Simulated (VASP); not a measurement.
Crystal: Li.

```
Li
1.0
    -1.75000    1.75000    1.75000
     1.75000   -1.75000    1.75000
     1.75000    1.75000   -1.75000
Li
1
Direct
  0.00000 0.00000 0.00000
```

| Item | Value |
| --- | --- |
| Program | VASP 6.6.1 |
| Task | relaxation of cell and atoms |
| Functional | PBEsol |
| Potentials or basis | VASP PAW PBE potentials, release 64 (Li_sv) |
| Cutoff | 600 eV |
| k mesh | 16 × 16 × 16 |
| Occupations | gaussian, width 0.1 eV |
| Spin | no spin polarisation |

At the start: pressure -0.8 GPa; volume 21.44 Å³/atom.

Question: How do energy, volume and symmetry change on relaxing?

Answer: Over 4 steps the energy falls by 3.9 meV/atom and the volume is 20.00 Å³/atom (-6.7 %); space group Im-3m (No. 229, to 0.1 Å) before and after.

Step by step:
```tsv
step	energy change (eV)	largest force (eV/Å)	pressure (GPa)	volume (Å³)
1	0.0000	0.0000	-0.82	21.44
2	-0.0016	0.0000	-0.65	21.10
3	-0.0038	0.0000	-0.13	20.21
4	-0.0039	0.0000	0.01	20.00
```

Final structure:
```xyz
1
Lattice="-1.7101 1.7101 1.7101 1.7101 -1.7101 1.7101 1.7101 1.7101 -1.7101" Properties=species:S:1:pos:R:3 pbc="T T T"
Li    0.0000    0.0000    3.4202
```

Caveat: the cutoff is under 1.25 times the usual one of these potentials, so pressure, stress and relaxed cells hold a basis-set (Pulay) error; the PAW data sets were made with another functional, which shifts forces and pressure a little.
